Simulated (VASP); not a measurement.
Crystal: CuNi2.

```
Cu Ni
1.0
     0.00000    2.50807    2.50807
     2.50807    0.00000    2.50807
     2.50807    2.50807    0.00000
Cu Ni
1 2
Direct
  0.00000 0.00000 0.00000
  0.25000 0.25000 0.25000
  0.75000 0.75000 0.75000
```

| Item | Value |
| --- | --- |
| Program | VASP 6.6.1 |
| Task | relaxation of cell and atoms |
| Functional | PBE |
| Potentials or basis | VASP PAW PBE potentials, release 64 (Cu, Ni) |
| Cutoff | 600 eV |
| k mesh | 6 × 6 × 6 |
| Occupations | gaussian, width 0.1 eV |
| Spin | collinear spin, ferromagnetic start |
| Starting moments | [0.11, 0.5, 0.5] μB |

At the start: pressure 54.7 GPa; volume 10.52 Å³/atom.

Problem. How do energy, volume and symmetry change on relaxing?

Solution. Over 4 steps the energy falls by 384.3 meV/atom and the volume is 13.37 Å³/atom (+27.1 %); space group Fm-3m (No. 225, to 0.05 Å); moment 0.93 μB per cell.

The path:
```tsv
step	energy change (eV)	largest force (eV/Å)	pressure (GPa)	volume (Å³)
1	0.0000	0.0000	54.70	31.55
2	-0.4144	0.0000	-16.95	50.96
3	-1.1525	0.0000	-0.75	40.31
4	-1.1530	0.0000	-0.26	40.12
```

Final structure:
```yaml
crystal:
  lattice:
    - [0.00000, 2.71705, 2.71705]
    - [2.71705, 0.00000, 2.71705]
    - [2.71705, 2.71705, 0.00000]
  atoms:
    - { symbol: Cu, position: [0.00000, 0.00000, 0.00000] }
    - { symbol: Ni, position: [0.25000, 0.25000, 0.25000] }
    - { symbol: Ni, position: [0.75000, 0.75000, 0.75000] }
```

Caveat: the k points lie up to 0.33 Å⁻¹ apart in the final cell; the volume moved by over 15 % at a fixed basis, so the end points are rough.
